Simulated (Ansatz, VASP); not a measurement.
HfN in VASP and in Ansatz

Contents of POSCAR:

```
HfN
1.0
    3.0499720507      0.0000000000      0.0000000000
   -1.5249860254      2.6413532767      0.0000000000
    0.0000000000      0.0000000000      5.2624876204
Hf N
2 2
Direct
    0.6666666667      0.3333333333      0.7500000000
    0.3333333333      0.6666666667      0.2500000000
    0.0000000000      0.0000000000      0.0000000000
    0.0000000000      0.0000000000      0.5000000000
```

The input INCAR.step1:

```
SYSTEM = HfN
PREC     = Accurate       ! precision mode
ENCUT    = 520            ! plane-wave cutoff, eV
ISMEAR   = 0              ! smearing method
SIGMA    = 0.15           ! smearing width, eV
LREAL    = .False.        ! projectors in reciprocal space
LASPH    = .True.         ! aspherical terms in the spheres
NELM     = 80             ! most SCF steps
NBANDS   = 23             ! bands
GGA      = PE             ! functional
ALGO     = Normal         ! electronic algorithm
EDIFF    = 1E-4           ! SCF threshold, eV
LWAVE    = .True.         ! write WAVECAR
LCHARG   = .False.        ! write CHGCAR
```

File INCAR.step2:

```
SYSTEM = HfN
PREC     = Accurate       ! precision mode
ENCUT    = 520            ! plane-wave cutoff, eV
EDIFF    = 1E-6           ! SCF threshold, eV
ISMEAR   = 0              ! smearing method
SIGMA    = 0.15           ! smearing width, eV
LREAL    = .False.        ! projectors in reciprocal space
LASPH    = .True.         ! aspherical terms in the spheres
NELM     = 80             ! most SCF steps
ALGO     = Normal         ! electronic algorithm
ISIF     = 2              ! what is computed and relaxed
LWAVE    = .False.        ! write WAVECAR
LCHARG   = .False.        ! write CHGCAR
METAGGA  = R2SCAN         ! meta-GGA
LMIXTAU  = .True.       
NBANDS   = 23             ! bands
ISTART   = 1
```

Contents of KPOINTS:

```
Automatic mesh
0
Gamma
  18 18 10
  0 0 0
```

Input for Ansatz:

```yaml
crystal:
  lattice:
    - [3.0499720507, 0.0, 0.0]
    - [-1.5249860254, 2.6413532767, 0.0]
    - [0.0, 0.0, 5.2624876204]
  atoms:
    - { symbol: Hf, position: [0.6666666667, 0.3333333333, 0.75] }
    - { symbol: Hf, position: [0.3333333333, 0.6666666667, 0.25] }
    - { symbol: "N", position: [0.0, 0.0, 0.0] }
    - { symbol: "N", position: [0.0, 0.0, 0.5] }
basis:
  ecutwfc: 500
kpoints:
  mp_grid: { grid: [18, 18, 10] }
hamiltonian:
  xc: r2scan
scf:
  occupations: { method: gaussian, width: 0.15 }
output:
  forces: true
  stress: true
  eigenvalues: true
```

Change from the starting cell: strain -0.030 along x and y, -0.030 along z, atoms carried along.

Alike in both runs: task single point; functional r2SCAN; k mesh 18 × 18 × 10; occupations gaussian, width 0.15 eV; no spin polarisation.

|  | VASP | Ansatz |
| --- | --- | --- |
| version | VASP 6.6.1 | Ansatz 0.2.0 |
| potentials or method | VASP PAW PBE potentials, release 64 (Hf_pv, N), cutoff 520 eV | scalar-relativistic, plane waves, PAW |
| valence electrons in the cell | 30 | 62 |

```csv
,VASP,Ansatz,Ansatz less VASP
gap on the k mesh at the Fermi level (eV),none,none,-
pressure (GPa),27.9,30.5,+2.62
"traceless stress, the component that is largest in VASP (GPa)",0.45,0.37,-0.081
```

VASP's potentials were made for PBE, not for r2SCAN. A gap of «none» marks a metal or a gap that the smearing closes. VASP's potentials hold 30 valence electrons a cell and Ansatz's 62, so a difference there can come from the potentials and not from the codes.

Spin-orbit coupling is off throughout.
